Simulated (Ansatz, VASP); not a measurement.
# AlN in VASP and in Ansatz

```xyz
2
Lattice="0.0000 2.1596 2.1596 2.1596 0.0000 2.1596 2.1596 2.1596 0.0000" Properties=species:S:1:pos:R:3 pbc="T T T"
Al    0.0000    0.0000    0.0000
N     1.0798    1.0798    1.0798
```

Alike in both runs: task single point; functional PBE; k mesh 10 × 10 × 10; occupations gaussian, width 0.02 eV; no spin polarisation.

|  | VASP | Ansatz |
| --- | --- | --- |
| version | VASP 6.6.1 | Ansatz 0.2.0 |
| potentials or method | VASP PAW PBE potentials, release 64 (Al, N), cutoff 600 eV | scalar-relativistic, plane waves, PAW |
| valence electrons in the cell | 8 | 8 |

```tsv
	VASP	Ansatz	Ansatz less VASP
gap on the k mesh at the Fermi level (eV)	3.33	3.34	+0.009
least direct gap on the mesh (eV)	4.50	4.49	-0.011
pressure (GPa)	12.1	12.5	+0.38
```
